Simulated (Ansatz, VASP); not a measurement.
MnO: VASP beside Ansatz

```
Mn O
1.0
    -3.24163    3.24163    3.24163
     3.24163   -3.24163    3.24163
     3.24163    3.24163   -3.24163
Mn O
4 4
Direct
  0.33495 0.33495 0.33495
  0.00000 0.00000 0.66505
  0.00000 0.66505 0.00000
  0.66505 0.00000 0.00000
  0.68348 0.68348 0.68348
  0.00000 0.00000 0.31652
  0.00000 0.31652 0.00000
  0.31652 0.00000 0.00000
```

Alike in both runs: functional PBE; k mesh 4 × 4 × 4; occupations gaussian, width 0.1 eV; collinear spin.

Ansatz relaxed the structure, and its values are those at the end. VASP's run is a single point on that final structure, the one shown.

|  | VASP | Ansatz |
| --- | --- | --- |
| version | VASP 6.6.1 | Ansatz 0.2.0 |
| potentials or method | VASP PAW PBE potentials, release 64 (Mn_pv, O), cutoff 520 eV | scalar-relativistic, plane waves, PAW |
| valence electrons in the cell | 76 | 84 |

VASP gave:

| Property | Result |
| --- | --- |
| gap on the k mesh at the Fermi level (eV) | none |
| pressure (GPa) | 0.4 |
| rms of the force components (eV/Å) | 0.016 |
| net moment per atom (μB) | 2.47 |
| size of the moment on the site where the two differ most (μB) | 4.39 |

Task: What did Ansatz give for the same quantities?

Result: gap on the k mesh at the Fermi level (eV): none; pressure (GPa): 0.0; rms of the force components (eV/Å): 0.001; net moment per atom (μB): 2.47; size of the moment on the site where the two differ most (μB): 3.81.

Site moments also hang on the region over which each program counts them. A gap of «none» marks a metal or a gap that the smearing closes. VASP's potentials hold 76 valence electrons a cell and Ansatz's 84, so a difference there can come from the potentials and not from the codes.
